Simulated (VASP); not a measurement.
# Zn (Im-3m) in VASP: a series of runs

Zn is run at these levels: PBEsol+D3(BJ); tasks: single point.

All numbers are computed with VASP 6.6.1; they aren't measurements. Logs are shortened: lines on timing, memory, paths and dates and some standing lists are left out, and cuts for length are marked.

## (1) The cell of the first run

Symmetry: Im-3m, No. 229, cubic system. The conventional cell has a = 3.138 Å, b = 3.138 Å, c = 3.138 Å, α = 90.00°, β = 90.00°, γ = 90.00°. Within 3.6 Å of Zn (site symmetry m-3m) lie 14 Zn at 2.72 to 3.14 Å.

## (2) Single point, PBEsol+D3(BJ)

The input, INCAR:

```
PREC = Accurate
ENCUT = 520
EDIFF = 1E-7
ISMEAR = -1
SIGMA = 0.3
LREAL = False
LASPH = True
NELM = 100
ALGO = Normal
ISIF = 2
LWAVE = False
LCHARG = False
GGA = PS
IVDW = 12
NBANDS = 12
```

The input, KPOINTS:

```
regular mesh
0
Gamma
  6 6 6
```

The input, POSCAR:

```
Zn
1.0
   -1.5690400000      1.5690400000      1.5690400000
    1.5690400000     -1.5690400000      1.5690400000
    1.5690400000      1.5690400000     -1.5690400000
Zn
1
Direct
    0.0000000000      0.0000000000      0.0000000000
```

Potentials or basis: VASP PAW PBE potentials, release 64 (Zn).

Started as:

```
cat potpaw_PBE.64/Zn/POTCAR > POTCAR
mpirun -np 1 vasp_std > vasp.out
```

OUTCAR:

```text
PREC = Accurate
   ENCUT = 520
   EDIFF = 1E-7
   ISMEAR = -1
   LREAL = False
   LASPH = True
   NELM = 100
   ISIF = 2
   GGA = PS
   IVDW = 12
 IVDW          = 12

 ion  position               nearest neighbor table
   1  0.000  0.000  0.000-

  LATTYP: Found a body centered cubic cell.
 ALAT       =     3.1380800000

  Lattice vectors:

 A1 = (  -1.5690400000,   1.5690400000,   1.5690400000)
 A2 = (   1.5690400000,  -1.5690400000,   1.5690400000)
 A3 = (   1.5690400000,   1.5690400000,  -1.5690400000)

Analysis of symmetry for initial positions (statically):
=====================================================================
 Subroutine PRICEL returns:
 Original cell was already a primitive cell.

 Routine SETGRP: Setting up the symmetry group for a
 body centered cubic supercell.

 Subroutine GETGRP returns: Found 48 space group operations
 (whereof 48 operations were pure point group operations)
 out of a pool of 48 trial point group operations.

The static configuration has the point symmetry O_h .

Analysis of symmetry for dynamics (positions and initial velocities):
=====================================================================
 Subroutine PRICEL returns:
 Original cell was already a primitive cell.

 Routine SETGRP: Setting up the symmetry group for a
 body centered cubic supercell.

 Subroutine GETGRP returns: Found 48 space group operations
 (whereof 48 operations were pure point group operations)
 out of a pool of 48 trial point group operations.

The dynamic configuration has the point symmetry O_h .

 Subroutine INISYM returns: Found 48 space group operations
 (whereof 48 operations are pure point group operations),
 and found     1 'primitive' translations

----------------------------------------------------------------------------------------

                                     Primitive cell

  volume of cell :      15.4512

  direct lattice vectors                    reciprocal lattice vectors
    -1.569040000  1.569040000  1.569040000     0.000000000  0.318666191  0.318666191
     1.569040000 -1.569040000  1.569040000     0.318666191  0.000000000  0.318666191
     1.569040000  1.569040000 -1.569040000     0.318666191  0.318666191  0.000000000

  length of vectors
     2.717656999  2.717656999  2.717656999     0.450662049  0.450662049  0.450662049

  position of ions in fractional coordinates (direct lattice)
     0.000000000  0.000000000  0.000000000

  ion indices of the primitive-cell ions
   primitive index   ion index
                 1           1

----------------------------------------------------------------------------------------

 KPOINTS: regular mesh

Automatic generation of k-mesh.
 Grid dimensions read from file:
 generate k-points for:    6    6    6

 Generating k-lattice:

  Cartesian coordinates                     Fractional coordinates (reciprocal lattice)
     0.000000000  0.053111032  0.053111032     0.166666667  0.000000000  0.000000000
     0.053111032  0.000000000  0.053111032     0.000000000  0.166666667  0.000000000
     0.053111032  0.053111032  0.000000000     0.000000000  0.000000000  0.166666667

  Length of vectors
     0.075110341  0.075110341  0.075110341

  Shift w.r.t. Gamma in fractional coordinates (k-lattice)
     0.000000000  0.000000000  0.000000000

 Subroutine IBZKPT returns following result:
 ===========================================

 Found     16 irreducible k-points:

 Following reciprocal coordinates:
            Coordinates               Weight
  0.000000  0.000000  0.000000      1.000000
  0.166667  0.000000  0.000000     12.000000
  0.333333  0.000000  0.000000     12.000000
  0.500000  0.000000  0.000000      6.000000
  0.166667  0.166667  0.000000     24.000000
  0.333333  0.166667 -0.000000     48.000000
[... 8 lines left out ...]
  0.500000  0.500000  0.333333     12.000000
  0.500000  0.500000  0.500000      1.000000
   k-points           NKPTS =     16   k-points in BZ     NKDIM =     16   number of bands    NBANDS=     12
   number of dos      NEDOS =    301   number of ions     NIONS =      1
   total plane-waves  NPLWV =   8000
   dimension x,y,z NGX =    20 NGY =   20 NGZ =   20
   dimension x,y,z NGXF=    40 NGYF=   40 NGZF=   40
   ions per type =               1
   NGX,Y,Z   is equivalent  to a cutoff of  12.23, 12.23, 12.23 a.u.
   NGXF,Y,Z  is equivalent  to a cutoff of  24.47, 24.47, 24.47 a.u.
 SYSTEM =  unknown system
   PREC   = accura    normal or accurate (medium, high low for compatibility)
   ISTART =      0    job   : 0-new  1-cont  2-samecut
   ICHARG =      2    charge: 1-file 2-atom 10-const
   ISPIN  =      1    spin polarized calculation?
   LNONCOLLINEAR =      F non collinear calculations
   LSORBIT =      F    spin-orbit coupling
   LASPH  =      T    aspherical Exc in radial PAW
   ENCUT  =  520.0 eV  38.22 Ry    6.18 a.u.   5.05  5.05  5.05*2*pi/ulx,y,z
   NELM   =    100;   NELMIN=  2; NELMDL= -5     # of ELM steps
   EDIFF  = 0.1E-06   stopping-criterion for ELM
   LREAL  =      F    real-space projection
   EDIFFG = 0.1E-05   stopping-criterion for IOM
   NSW    =      0    number of steps for IOM
   IBRION =     -1    ionic relax: 0-MD 1-quasi-New 2-CG
   NFREE  =      0    steps in history (QN), initial steepest desc. (CG)
   ISIF   =      2    stress and relaxation
   ISYM   =      2    0-nonsym 1-usesym 2-fastsym
   POTIM  = 0.5000    time-step for ionic-motion
   TEBEG  =    0.0;   TEEND  =   0.0 temperature during run
   PSTRESS=    0.0 pullay stress
   NELECT =      12.0000    total number of electrons
   NUPDOWN=      -1.0000    fix difference up-down
   EMIN   =  10.00;   EMAX   =-10.00  energy-range for DOS
   EFERMI =   0.00;   METHOD = LEGACY
   ISMEAR =    -1;   SIGMA  =   0.30  broadening in eV -4-tet -1-fermi 0-gaus
   EFERMI_NEDOS =   21; number of points for ismear=-14 and -15
   IALGO  =     38    algorithm
   IMIX   =      4    mixing-type and parameters
     AMIX     =   0.40;   BMIX     =  1.00
     AMIX_MAG =   1.60;   BMIX_MAG =  1.00
  volume/ion in A,a.u.               =      15.45       104.27
  Fermi-wavevector in a.u.,A,eV,Ry     =   1.504808  2.843676 30.809694  2.264449
  Thomas-Fermi vector in A             =   2.615740
   LORBIT       =      0    0 simple, 1 ext, 2 COOP (PROOUT), +10 PAW based schemes
   GGA     = PS    functional components
   LHFCALC =     F    Hartree Fock is set to
   AEXX    =    0.0000 exact exchange contribution
   IVDW    =    12    specifies the selected vdW correction
   LEPSILON=     F    determine dielectric tensor
   LRPA    =     F    only Hartree local field effects (RPA)
 non-spin polarized calculation
  energy-cutoff  :      520.00
  volume of cell :       15.45
 maximum number of plane-waves:       430
   NGX = 11   NGY = 11   NGZ = 11

 number of electron      12.0000023 magnetization

 Free energy of the ion-electron system (eV)
  ---------------------------------------------------
  ext. energy  EPLUGINS =         0.00000000
  ---------------------------------------------------
  free energy    TOTEN  =        -1.52309396 eV

  energy without entropy =       -1.43857623  energy(sigma->0) =       -1.48083509

 E-fermi :   3.0461     XC(G=0): -11.6290

 val. band max:        2.6926041022   @ k =   0.3333   0.1667   0.1667
 cond. band min:       3.1426122079   @ k =   0.3333   0.1667   0.1667
 fundamental gap:      0.4500081057
 Fermi energy:         3.0460967456

 k-point     1 :       0.0000    0.0000    0.0000
  band No.  band energies     occupation
      1      -7.4339      2.00000
      2      -4.7965      2.00000
      3      -4.7965      2.00000
      4      -4.7965      2.00000
      5      -4.2947      2.00000
      6      -4.2947      2.00000
      7      21.8467      0.00000
      8      21.8467      0.00000
      9      21.8467      0.00000
     10      23.6378      0.00000
     11      23.6378      0.00000
     12      23.6378      0.00000

 k-point     2 :       0.1667    0.0000    0.0000
  band No.  band energies     occupation
      1      -6.5877      2.00000
      2      -4.8724      2.00000
      3      -4.7636      2.00000
      4      -4.6023      2.00000
      5      -4.3495      2.00000
      6      -4.2894      2.00000
      7      14.9153      0.00000
      8      18.4142      0.00000
      9      19.1996      0.00000
     10      20.7759      0.00000
     11      21.3269      0.00000
     12      23.9779      0.00000

 k-point     3 :       0.3333    0.0000    0.0000
  band No.  band energies     occupation
      1      -5.4292      2.00000
      2      -5.0229      2.00000
      3      -4.3525      2.00000
      4      -4.2734      2.00000
      5      -4.1865      2.00000
      6      -3.3797      2.00000
      7       7.3096      0.00000
      8      15.2998      0.00000
      9      16.5108      0.00000
     10      18.8031      0.00000
     11      20.0118      0.00000
     12      26.8079      0.00000
[... 166 lines left out ...]
 k-point    15 :       0.5000    0.5000    0.3333
  band No.  band energies     occupation
      1      -5.2087      2.00000
      2      -5.1574      2.00000
      3      -4.3421      2.00000
      4      -4.2424      2.00000
      5      -4.0221      2.00000
      6       4.3481      0.02573
      7       4.4482      0.01850
      8       8.2000      0.00000
      9      11.6425      0.00000
     10      15.2732      0.00000
     11      15.5643      0.00000
     12      29.6867      0.00000

 k-point    16 :       0.5000    0.5000    0.5000
  band No.  band energies     occupation
      1      -5.3472      2.00000
      2      -5.3472      2.00000
      3      -4.0419      2.00000
      4      -4.0419      2.00000
      5      -4.0419      2.00000
      6       7.0765      0.00000
      7       7.0765      0.00000
      8       7.0765      0.00000
      9      10.3461      0.00000
     10      11.4617      0.00000
     11      11.4617      0.00000
     12      35.8946      0.00000

------------------------ aborting loop because EDIFF is reached ----------------------------------------

 Edisp (eV)   -0.35335

 E8    (eV) :    -0.2282

  FORCE on cell =-STRESS in cart. coord.  units (eV):
  Direction    XX          YY          ZZ          XY          YZ          ZX
  --------------------------------------------------------------------------------------
  -------------------------------------------------------------------------------------
  Total      -0.76306    -0.76306    -0.76306    -0.00000    -0.00000     0.00000
  in kB     -79.12404   -79.12404   -79.12404    -0.00000    -0.00000     0.00000
  external pressure =      -79.12 kB  Pullay stress =        0.00 kB

 VOLUME and BASIS-vectors are now :
 -----------------------------------------------------------------------------
  energy-cutoff  :      520.00
  volume of cell :       15.45
      direct lattice vectors                 reciprocal lattice vectors
    -1.569040000  1.569040000  1.569040000     0.000000000  0.318666191  0.318666191
     1.569040000 -1.569040000  1.569040000     0.318666191  0.000000000  0.318666191
     1.569040000  1.569040000 -1.569040000     0.318666191  0.318666191  0.000000000

 POSITION                                       TOTAL-FORCE (eV/Angst)
 -----------------------------------------------------------------------------------
      0.00000      0.00000      0.00000         0.000000     -0.000000      0.000000
 -----------------------------------------------------------------------------------
    total drift:                                0.000000     -0.000000      0.000000

  FREE ENERGIE OF THE ION-ELECTRON SYSTEM (eV)
  ---------------------------------------------------
  free  energy   TOTEN  =        -1.8764489259 eV

  energy  without entropy=       -1.7919311971  energy(sigma->0) =       -1.83419006
```

It took 2.8 s on 1 thread of Intel Xeon 6975P-C, shared host; peak memory 0.13 GiB.

What came out:

```
Free energy                : -1.8764 eV
Pressure                   : -7.9 GPa
Band gap on the k mesh     : zero (band 6 reaches 7.08 eV, above the bottom of band 7 at 1.92 eV)
Dispersion energy per atom : -0.353 eV
```

Levels at points of the mesh, in eV from the Fermi level:
| k point | band 2 | band 3 | band 4 | band 5 | band 6 | band 7 | band 8 | band 9 | band 10 | band 11 |
| --- | --- | --- | --- | --- | --- | --- | --- | --- | --- | --- |
| (0.00, 0.00, 0.00) | -7.84 | -7.84 | -7.84 | -7.34 | -7.34 | 18.80 | 18.80 | 18.80 | 20.59 | 20.59 |
| (0.50, 0.00, 0.00) | -8.14 | -7.37 | -7.31 | -7.01 | -2.79 | -1.13 | 11.11 | 12.52 | 15.12 | 16.56 |
| (0.50, 0.50, 0.50) | -8.39 | -7.09 | -7.09 | -7.09 | 4.03 | 4.03 | 4.03 | 7.30 | 8.42 | 8.42 |

Caveat: the k points lie up to 0.47 Å⁻¹ apart; the PAW data sets were made with another functional, which shifts forces and pressure a little; pairwise dispersion overbinds metals, which lowers pressure and volume.

## (3) Single point, PBEsol+D3(BJ)

This run uses another cell than the first one, of 14.94 Å³/atom, 0.967 times its volume.

The input, INCAR:

```
  PREC = Accurate
  ENCUT = 520
  EDIFF = 1E-6
  ISMEAR = -1
  SIGMA = 0.3
  LREAL = F
  LASPH = T
  NELM = 100
  ALGO = Normal
  ISIF = 2
  LWAVE = F
  LCHARG = T
  GGA = PS
  IVDW = 12
  LELF = T
  LVHAR = T
  NBANDS = 12
```

KPOINTS is that of step 2.

The input, POSCAR:

```
Zn
1.0
   -1.5514084008      1.5514084008      1.5514084008
    1.5514084008     -1.5514084008      1.5514084008
    1.5514084008      1.5514084008     -1.5514084008
Zn
1
Direct
    0.0000000000      0.0000000000      0.0000000000
```

Potentials or basis: VASP PAW PBE potentials, release 64 (Zn).

Started as:

```
cat potpaw_PBE.64/Zn/POTCAR > POTCAR
mpirun -np 1 vasp_std > vasp.out
```

Wall time 2.5 s (1 thread of Intel Xeon 6975P-C, shared host); peak memory 0.13 GiB.

The run converged. Its results:

```
Free energy                : -1.8990 eV
Pressure                   : -5.9 GPa
Band gap on the k mesh     : zero (band 6 reaches 7.38 eV, above the bottom of band 7 at 2.22 eV)
Dispersion energy per atom : -0.366 eV
```

Levels at points of the mesh, in eV from the Fermi level:
```csv
k point,band 3,band 4,band 5,band 6,band 7,band 8,band 9,band 10
"(0.00, 0.00, 0.00)",-7.96,-7.96,-7.43,-7.43,19.34,19.34,19.34,20.87
"(0.50, 0.00, 0.00)",-7.46,-7.40,-7.08,-2.95,-1.09,11.37,12.73,15.38
"(0.50, 0.50, 0.50)",-7.16,-7.16,-7.16,4.06,4.06,4.06,7.68,8.52
```

Caveat: the k points lie up to 0.48 Å⁻¹ apart; the PAW data sets were made with another functional, which shifts forces and pressure a little; pairwise dispersion overbinds metals, which lowers pressure and volume.
